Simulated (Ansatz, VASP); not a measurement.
Two plane-wave programs on Ru

```
Ru
1.0
     2.72003    0.00000    0.00000
    -1.36002    2.35562    0.00000
     0.00000    0.00000    4.29566
Ru
2
Direct
  0.33333 0.66667 0.25000
  0.66667 0.33333 0.75000
```

Alike in both runs: functional PBE; k mesh 15 × 15 × 8; occupations gaussian, width 0.1 eV; no spin polarisation.

Ansatz relaxed the structure, and its values are those at the end. VASP's run is a single point on that final structure, the one shown.

|  | VASP | Ansatz |
| --- | --- | --- |
| version | VASP 6.6.1 | Ansatz 0.2.0 |
| potentials or method | VASP PAW PBE potentials, release 64 (Ru_pv), cutoff 520 eV | scalar-relativistic, plane waves, PAW |
| valence electrons in the cell | 28 | 32 |

```csv
,VASP,Ansatz,Ansatz less VASP
gap on the k mesh at the Fermi level (eV),none,none,-
pressure (GPa),0.0,0.0,+0.06
```

A gap of «none» marks a metal or a gap that the smearing closes. VASP's potentials hold 28 valence electrons a cell and Ansatz's 32, so a difference there can come from the potentials and not from the codes.
